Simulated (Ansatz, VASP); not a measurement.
# Sb in VASP and in Ansatz

```
Sb
1.0
     2.12153    1.22487    3.69340
    -2.12153    1.22487    3.69340
     0.00000   -2.44974    3.69340
Sb
2
Direct
  0.23364 0.23364 0.23364
  0.76636 0.76636 0.76636
```

Change from the starting cell: volume scaled by 0.96.

Alike in both runs: task single point; functional PBEsol; k mesh 9 × 9 × 9; occupations fermi-dirac, width 0.05 eV; no spin polarisation.

|  | VASP | Ansatz |
| --- | --- | --- |
| version | VASP 6.6.1 | Ansatz 0.2.0 |
| potentials or method | VASP PAW PBE potentials, release 64 (Sb), cutoff 500 eV | all-electron LAPW, scalar-relativistic |

|  | VASP | Ansatz | Ansatz less VASP |
| --- | --- | --- | --- |
| pressure (GPa) | 3.3 | 3.1 | -0.25 |
| traceless stress, the component that is largest in VASP (GPa) | -0.70 | -0.64 | +0.066 |
| rms of the force components (eV/Å) | 0.253 | 0.214 | -0.0391 |

VASP's potentials were made for PBE, not for PBEsol. Atom by atom the forces differ by 0.039 eV/Å (rms over components). Ansatz ran all-electron here, and VASP with PAW potentials.

Neither program's run includes spin-orbit coupling.
